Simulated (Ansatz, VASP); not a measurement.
H in VASP and in Ansatz

```
H
1.0
     1.94509    0.00000    0.00000
    -0.97255    1.68450    0.00000
     0.00000    0.00000    1.91733
H
2
Cartesian
  0.0000 1.1230 0.4793
  0.9725 0.5615 1.4380
```

Change from the starting cell: volume scaled by 1.02, PAW files.

Alike in both runs: task electric field gradients; functional PBE; k mesh 17 × 17 × 9; occupations fermi-dirac, width 0.05 eV; no spin polarisation.

|  | VASP | Ansatz |
| --- | --- | --- |
| version | VASP 6.6.1 | Ansatz 0.2.0 |
| potentials or method | VASP PAW PBE potentials, release 64 (H) | PAW with Ansatz's default frozen-core files, scalar-relativistic |
| plane-wave cutoff (eV) | 520 | 420 |
| valence electrons in the cell | 2 | 2 |

|  | VASP | Ansatz | Ansatz less VASP |
| --- | --- | --- | --- |
| pressure (GPa) | -2.3 | -1.9 | +0.41 |
| traceless stress, the component that is largest in VASP (GPa) | -0.20 | -0.10 | +0.099 |

With one functional, cell and mesh, what is left measures potentials, basis and numerics.

The k mesh is coarse, so the values compare programs but aren't converged.
